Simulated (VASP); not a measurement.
# BaHgO3 (C2/m) in VASP: single point with r2SCAN

Aim: the single point of BaHgO3 with r2SCAN.

All numbers are computed with VASP 6.6.1; they aren't measurements. Logs are shortened: lines on timing, memory, paths and dates and some standing lists are left out, and cuts for length are marked.

## (1) The cell of the first run

Symmetry: C2/m, No. 12, monoclinic system. Conventional cell: a = 8.473 Å, b = 8.423 Å, c = 5.971 Å, α = 90.00°, β = 134.65°, γ = 90.00°. Within 2.8 Å of O (site symmetry 2) lie 2 Hg at 2.14 Å. Within 2.8 Å of O (site symmetry m) lie 2 Hg at 2.13 Å and 1 Ba at 2.69 Å. Within 2.8 Å of O (site symmetry 2) lie 2 Hg at 2.14 Å and 2 Ba at 2.78 Å. Within 3.5 Å of Ba (site symmetry m) lie 12 O at 2.69 to 3.34 Å. Within 2.8 Å of Hg (site symmetry -1) lie 6 O at 2.13 to 2.14 Å.

## (2) Single point, r2SCAN

POSCAR reads:

```
BaHgO3
1.0
    0.0405500000      4.2113710000      4.2361500000
    0.0405500000     -4.2113710000      4.2361500000
    4.2075670000      0.0000000000     -4.2361500000
O Ba Hg
6 2 2
Direct
    0.7235000000      0.2765000000      0.0000000000
    0.2765000000      0.7235000000      0.0000000000
    0.1926000000      0.1926000000      0.4476000000
    0.8074000000      0.8074000000      0.5524000000
    0.2850000000      0.7150000000      0.5000000000
    0.7150000000      0.2850000000      0.5000000000
    0.2532000000      0.2532000000      0.0042000000
    0.7468000000      0.7468000000      0.9958000000
    0.5000000000      0.0000000000      0.5000000000
    0.0000000000      0.5000000000      0.5000000000
```

INCAR.step1 reads:

```
SYSTEM = BaHgO3
PREC = Accurate
ENCUT = 520
ISMEAR = -1
SIGMA = 0.1
LREAL = .False.
LASPH = .True.
NELM = 100
NBANDS = 51
GGA = PE
ALGO = Normal
EDIFF = 1E-4
LWAVE = .True.
LCHARG = .False.
```

INCAR.step2 reads:

```
SYSTEM = BaHgO3
PREC = Accurate
ENCUT = 520
EDIFF = 1E-6
ISMEAR = -1
SIGMA = 0.1
LREAL = .False.
LASPH = .True.
NELM = 100
ALGO = Normal
ISIF = 2
LWAVE = .False.
LCHARG = .False.
METAGGA = R2SCAN
LMIXTAU = .True.
NBANDS = 51
ISTART = 1
```

KPOINTS reads:

```
Automatic mesh
0
Gamma
  4 4 4
  0 0 0
```

Potentials or basis: VASP PAW PBE potentials, release 64 (O, Ba_sv, Hg).

Command:

```
cat potpaw_PBE.64/O/POTCAR potpaw_PBE.64/Ba_sv/POTCAR potpaw_PBE.64/Hg/POTCAR > POTCAR
cp INCAR.step1 INCAR
mpirun -np 1 vasp_std > vasp.out
cp INCAR.step2 INCAR
mpirun -np 1 vasp_std > vasp.out
```

OUTCAR:

```text
SYSTEM = BaHgO3
   PREC = Accurate
   ENCUT = 520
   EDIFF = 1E-6
   ISMEAR = -1
   LREAL = .False.
   LASPH = .True.
   NELM = 100
   ISIF = 2
   METAGGA = R2SCAN
   ISTART = 1

 ion  position               nearest neighbor table
   1  0.724  0.276  0.000-  10 2.14   9 2.14   7 2.83   8 2.83   7 3.15   8 3.15
   2  0.276  0.724  0.000-   9 2.14  10 2.14   7 2.83   8 2.83   7 3.15   8 3.15
   3  0.193  0.193  0.448-   9 2.13  10 2.13   8 2.69   7 2.98   7 3.03   8 3.34
   4  0.807  0.807  0.552-   9 2.13  10 2.13   7 2.69   8 2.98   8 3.03   7 3.34
   5  0.285  0.715  0.500-   9 2.14  10 2.14   7 2.78   8 2.78   7 3.22   8 3.22
   6  0.715  0.285  0.500-   9 2.14  10 2.14   7 2.78   8 2.78   7 3.22   8 3.22
   7  0.253  0.253  0.004-   4 2.69   5 2.78   6 2.78   2 2.83   1 2.83   3 2.98   3 3.03   2 3.15
                             1 3.15   5 3.22   6 3.22   4 3.34  10 3.65   9 3.65   9 3.66  10 3.66
   8  0.747  0.747  0.996-   3 2.69   5 2.78   6 2.78   2 2.83   1 2.83   4 2.98   4 3.03   1 3.15
                             2 3.15   5 3.22   6 3.22   3 3.34  10 3.65   9 3.65  10 3.66   9 3.66
   9  0.500  0.000  0.500-   3 2.13   4 2.13   1 2.14   2 2.14   6 2.14   5 2.14   8 3.65   7 3.65
                             7 3.66   8 3.66   8 3.66   7 3.66   7 3.69   8 3.69
  10  0.000  0.500  0.500-   3 2.13   4 2.13   2 2.14   1 2.14   6 2.14   5 2.14   8 3.65   7 3.65
                             7 3.66   8 3.66   8 3.66   7 3.66   8 3.69   7 3.69

  LATTYP: Found a base centered monoclinic cell.
 ALAT       =     8.4726881508
 B/A-ratio  =     0.9941050408
 C/A-ratio  =     0.7046929677
 COS(beta)  =    -0.7027184263

  Lattice vectors:

 A1 = (   0.0405500000,   4.2113710000,   4.2361500000)
 A2 = (   0.0405500000,  -4.2113710000,   4.2361500000)
 A3 = (   4.2075670000,   0.0000000000,  -4.2361500000)

Analysis of symmetry for initial positions (statically):
=====================================================================
 Subroutine PRICEL returns:
 Original cell was already a primitive cell.

 Routine SETGRP: Setting up the symmetry group for a
 base centered monoclinic supercell.

 Subroutine GETGRP returns: Found  4 space group operations
 (whereof  4 operations were pure point group operations)
 out of a pool of  4 trial point group operations.

The static configuration has the point symmetry C_2h.

Analysis of symmetry for dynamics (positions and initial velocities):
=====================================================================
 Subroutine PRICEL returns:
 Original cell was already a primitive cell.

 Routine SETGRP: Setting up the symmetry group for a
 base centered monoclinic supercell.

 Subroutine GETGRP returns: Found  4 space group operations
 (whereof  4 operations were pure point group operations)
 out of a pool of  4 trial point group operations.

The dynamic configuration has the point symmetry C_2h.

 Subroutine INISYM returns: Found  4 space group operations
 (whereof  4 operations are pure point group operations),
 and found     1 'primitive' translations

----------------------------------------------------------------------------------------

                                     Primitive cell

  volume of cell :     151.5728

  direct lattice vectors                    reciprocal lattice vectors
     0.040550000  4.211371000  4.236150000     0.117699206  0.118726182  0.116905043
     0.040550000 -4.211371000  4.236150000     0.117699206 -0.118726182  0.116905043
     4.207567000  0.000000000 -4.236150000     0.235398413  0.000000000 -0.002253321

  length of vectors
     5.973462716  5.973462716  5.970643758     0.203999506  0.203999506  0.235409198

  position of ions in fractional coordinates (direct lattice)
     0.723500000  0.276500000  0.000000000
     0.276500000  0.723500000  0.000000000
     0.192600000  0.192600000  0.447600000
     0.807400000  0.807400000  0.552400000
     0.285000000  0.715000000  0.500000000
     0.715000000  0.285000000  0.500000000
     0.253200000  0.253200000  0.004200000
     0.746800000  0.746800000  0.995800000
     0.500000000  0.000000000  0.500000000
     0.000000000  0.500000000  0.500000000

  ion indices of the primitive-cell ions
   primitive index   ion index
                 1           1
                 2           2
                 3           3
                 4           4
                 5           5
                 6           6
                 7           7
                 8           8
                 9           9
                10          10

----------------------------------------------------------------------------------------

 KPOINTS: Automatic mesh

Automatic generation of k-mesh.
 Grid dimensions read from file:
 generate k-points for:    4    4    4

 Generating k-lattice:

  Cartesian coordinates                     Fractional coordinates (reciprocal lattice)
     0.029424802  0.029681546  0.029226261     0.250000000  0.000000000  0.000000000
     0.029424802 -0.029681546  0.029226261     0.000000000  0.250000000  0.000000000
     0.058849603  0.000000000 -0.000563330     0.000000000  0.000000000  0.250000000

  Length of vectors
     0.050999877  0.050999877  0.058852299

  Shift w.r.t. Gamma in fractional coordinates (k-lattice)
     0.000000000  0.000000000  0.000000000

 Subroutine IBZKPT returns following result:
 ===========================================

 Found     24 irreducible k-points:

 Following reciprocal coordinates:
            Coordinates               Weight
  0.000000  0.000000  0.000000      1.000000
  0.250000  0.000000 -0.000000      4.000000
  0.500000  0.000000 -0.000000      2.000000
  0.250000  0.250000 -0.000000      2.000000
  0.500000  0.250000 -0.000000      4.000000
 -0.250000  0.250000  0.000000      2.000000
[... 16 lines left out ...]
 -0.250000  0.250000  0.500000      2.000000
  0.500000  0.500000  0.500000      1.000000
   k-points           NKPTS =     24   k-points in BZ     NKDIM =     24   number of bands    NBANDS=     51
   number of dos      NEDOS =    301   number of ions     NIONS =     10
   total plane-waves  NPLWV = 110592
   dimension x,y,z NGX =    48 NGY =   48 NGZ =   48
   dimension x,y,z NGXF=    96 NGYF=   96 NGZF=   96
   ions per type =               6   2   2
   NGX,Y,Z   is equivalent  to a cutoff of  13.36, 13.36, 13.37 a.u.
   NGXF,Y,Z  is equivalent  to a cutoff of  26.72, 26.72, 26.73 a.u.
 SYSTEM =  BaHgO3
   PREC   = accura    normal or accurate (medium, high low for compatibility)
   ISTART =      1    job   : 0-new  1-cont  2-samecut
   ICHARG =      0    charge: 1-file 2-atom 10-const
   ISPIN  =      1    spin polarized calculation?
   LNONCOLLINEAR =      F non collinear calculations
   LSORBIT =      F    spin-orbit coupling
   LASPH  =      T    aspherical Exc in radial PAW
   ENCUT  =  520.0 eV  38.22 Ry    6.18 a.u.  11.11 11.11 11.10*2*pi/ulx,y,z
   NELM   =    100;   NELMIN=  2; NELMDL=  0     # of ELM steps
   EDIFF  = 0.1E-05   stopping-criterion for ELM
   LREAL  =      F    real-space projection
   EDIFFG = 0.1E-04   stopping-criterion for IOM
   NSW    =      0    number of steps for IOM
   IBRION =     -1    ionic relax: 0-MD 1-quasi-New 2-CG
   NFREE  =      0    steps in history (QN), initial steepest desc. (CG)
   ISIF   =      2    stress and relaxation
   ISYM   =      2    0-nonsym 1-usesym 2-fastsym
   POTIM  = 0.5000    time-step for ionic-motion
   TEBEG  =    0.0;   TEEND  =   0.0 temperature during run
   PSTRESS=    0.0 pullay stress
   NELECT =      80.0000    total number of electrons
   NUPDOWN=      -1.0000    fix difference up-down
   EMIN   =  10.00;   EMAX   =-10.00  energy-range for DOS
   EFERMI =   0.00;   METHOD = LEGACY
   ISMEAR =    -1;   SIGMA  =   0.10  broadening in eV -4-tet -1-fermi 0-gaus
   EFERMI_NEDOS =   21; number of points for ismear=-14 and -15
   IALGO  =     38    algorithm
   IMIX   =      4    mixing-type and parameters
     AMIX     =   0.40;   BMIX     =  1.00
     AMIX_MAG =   1.60;   BMIX_MAG =  1.00
  volume/ion in A,a.u.               =      15.16       102.29
  Fermi-wavevector in a.u.,A,eV,Ry     =   1.323014  2.500134 23.815171  1.750366
  Thomas-Fermi vector in A             =   2.452653
   LORBIT       =      0    0 simple, 1 ext, 2 COOP (PROOUT), +10 PAW based schemes
   METAGGA = R2SCAN    functional components
   LHFCALC =     F    Hartree Fock is set to
   AEXX    =    0.0000 exact exchange contribution
   IVDW    =     0    specifies the selected vdW correction
   LEPSILON=     F    determine dielectric tensor
   LRPA    =     F    only Hartree local field effects (RPA)
 non-spin polarized calculation
  energy-cutoff  :      520.00
  volume of cell :      151.57
 maximum number of plane-waves:      4108
 NGX is ok and might be reduce to    48
   NGX = 23   NGY = 23   NGZ = 23

 number of electron      79.9999988 magnetization

 Free energy of the ion-electron system (eV)
  ---------------------------------------------------
  ext. energy  EPLUGINS =         0.00000000
  ---------------------------------------------------
  free energy    TOTEN  =      -199.18186580 eV

  energy without entropy =     -199.07016839  energy(sigma->0) =     -199.12601709

 E-fermi :   1.6856     XC(G=0): -11.3227

 val. band max:        1.6773964673   @ k =   0.5000   0.2500   0.2500
 cond. band min:       1.7061908694   @ k =   0.5000   0.2500   0.5000
 fundamental gap:      0.0287944021
 Fermi energy:         1.6855846479

 k-point     1 :       0.0000    0.0000    0.0000
  band No.  band energies     occupation
      1     -24.2063      2.00000
      2     -24.0664      2.00000
      3     -16.6951      2.00000
      4     -16.1440      2.00000
      5     -16.0759      2.00000
      6     -15.9188      2.00000
[... 43 lines left out ...]
     50       9.8815      0.00000
     51      10.0161      0.00000

 k-point     2 :       0.2500    0.0000   -0.0000
  band No.  band energies     occupation
      1     -24.1816      2.00000
      2     -24.0830      2.00000
      3     -16.6512      2.00000
      4     -16.1269      2.00000
      5     -16.0852      2.00000
      6     -16.0513      2.00000
[... 43 lines left out ...]
     50      10.1422      0.00000
     51      10.1883      0.00000

 k-point     3 :       0.5000    0.0000   -0.0000
  band No.  band energies     occupation
      1     -24.1324      2.00000
      2     -24.1241      2.00000
      3     -16.4560      2.00000
      4     -16.4447      2.00000
      5     -16.0486      2.00000
      6     -16.0044      2.00000
[... 43 lines left out ...]
     50      10.1457      0.00000
     51      10.2221      0.00000
[... 1027 lines left out ...]
 k-point    23 :      -0.2500    0.2500    0.5000
  band No.  band energies     occupation
      1     -24.1260      2.00000
      2     -24.1243      2.00000
      3     -16.5540      2.00000
      4     -16.5300      2.00000
      5     -16.0390      2.00000
      6     -16.0217      2.00000
[... 43 lines left out ...]
     50      10.2763      0.00000
     51      10.4779      0.00000

 k-point    24 :       0.5000    0.5000    0.5000
  band No.  band energies     occupation
      1     -24.1470      2.00000
      2     -24.1030      2.00000
      3     -16.7290      2.00000
      4     -16.3309      2.00000
      5     -16.0475      2.00000
      6     -16.0355      2.00000
[... 43 lines left out ...]
     50      10.7044      0.00000
     51      10.7713      0.00000

------------------------ aborting loop because EDIFF is reached ----------------------------------------

  FORCE on cell =-STRESS in cart. coord.  units (eV):
  Direction    XX          YY          ZZ          XY          YZ          ZX
  --------------------------------------------------------------------------------------
  -------------------------------------------------------------------------------------
  Total        3.3873262      2.7129931      2.7053295      0.0000000      0.0000000      0.6244186
  in kB       35.8052172     28.6772816     28.5962739      0.0000000      0.0000000      6.6003216
  external PRESSURE =      31.0262576 kB  Pullay stress =       0.0000000 kB

 VOLUME and BASIS-vectors are now :
 -----------------------------------------------------------------------------
  energy-cutoff  :      520.00
  volume of cell :      151.57
      direct lattice vectors                 reciprocal lattice vectors
     0.040550000  4.211371000  4.236150000     0.117699206  0.118726182  0.116905043
     0.040550000 -4.211371000  4.236150000     0.117699206 -0.118726182  0.116905043
     4.207567000  0.000000000 -4.236150000     0.235398413  0.000000000 -0.002253321

 POSITION                                       TOTAL-FORCE (eV/Angst)
 -----------------------------------------------------------------------------------
      0.04055      1.88248      4.23615         0.000000      0.036757     -0.000000
      0.04055     -1.88248      4.23615         0.000000     -0.036757     -0.000000
      1.89893      0.00000     -0.26434         0.115915     -0.000000      0.087428
      2.38974      0.00000      4.50049        -0.115915     -0.000000     -0.087428
      2.14433     -1.81089      2.11808         0.000000     -0.125833      0.000000
      2.14433      1.81089      2.11808         0.000000      0.125833     -0.000000
      0.03821      0.00000      2.12739        -0.058322     -0.000000      0.010990
      4.25046      0.00000      2.10876         0.058322     -0.000000     -0.010990
      2.12406      2.10569      0.00000         0.000000     -0.000000     -0.000000
      2.12406     -2.10569      0.00000         0.000000     -0.000000      0.000000
 -----------------------------------------------------------------------------------
    total drift:                               -0.000000      0.000000      0.000000

  FREE ENERGIE OF THE ION-ELECTRON SYSTEM (eV)
  ---------------------------------------------------
  free  energy   TOTEN  =      -199.1818657982 eV

  energy  without entropy=     -199.0701683899  energy(sigma->0) =     -199.12601709
```

Run time: 23 min. Hardware: 1 thread of AMD EPYC 9755, shared host; peak memory 0.42 GiB.

What came out:

```
Free energy            : -199.1819 eV
Pressure               : 3.1 GPa
Largest force          : 0.145 eV/Å
Band gap on the k mesh : zero (band 40 reaches 1.88 eV, above the bottom of band 41 at 1.12 eV)
```

Forces in eV/Å, atoms in the order of the input:
```
O    0.000  0.037  0.000
O    0.000 -0.037  0.000
O    0.116  0.000  0.087
O   -0.116  0.000 -0.087
O    0.000 -0.126  0.000
O    0.000  0.126  0.000
Ba  -0.058  0.000  0.011
Ba   0.058  0.000 -0.011
Hg   0.000  0.000  0.000
Hg   0.000  0.000  0.000
```

Stress tensor (GPa, compression positive):
```
3.58 0.00 0.66
0.00 2.87 0.00
0.66 0.00 2.86
```

Levels at points of the mesh, in eV from the Fermi level:
| k point | band 36 | band 37 | band 38 | band 39 | band 40 | band 41 | band 42 | band 43 | band 44 | band 45 |
| --- | --- | --- | --- | --- | --- | --- | --- | --- | --- | --- |
| (0.00, 0.00, 0.00) | -0.86 | -0.85 | -0.81 | -0.69 | -0.63 | 2.04 | 2.11 | 2.90 | 5.40 | 5.95 |
| (0.50, 0.00, 0.00) | -1.06 | -0.99 | -0.96 | 0.17 | 0.20 | 0.24 | 0.26 | 5.93 | 5.97 | 6.99 |
| (0.50, 0.50, 0.00) | -1.25 | -1.03 | -0.79 | -0.60 | -0.58 | -0.57 | 2.09 | 6.44 | 7.21 | 7.26 |
| (0.00, 0.00, 0.50) | -1.18 | -1.16 | -1.03 | -0.75 | -0.65 | -0.13 | 2.05 | 6.51 | 6.75 | 7.13 |
| (0.50, 0.00, 0.50) | -1.09 | -1.05 | -1.04 | 0.12 | 0.13 | 0.18 | 0.20 | 5.94 | 5.96 | 7.22 |
| (0.50, 0.50, 0.50) | -1.19 | -1.17 | -0.93 | -0.78 | -0.61 | -0.22 | 2.09 | 6.43 | 6.83 | 7.18 |

Caveat: the k points lie up to 0.37 Å⁻¹ apart; the PAW data sets were made with another functional, which shifts forces and pressure a little; spin-orbit coupling is left out, which moves the levels of the heavy elements.
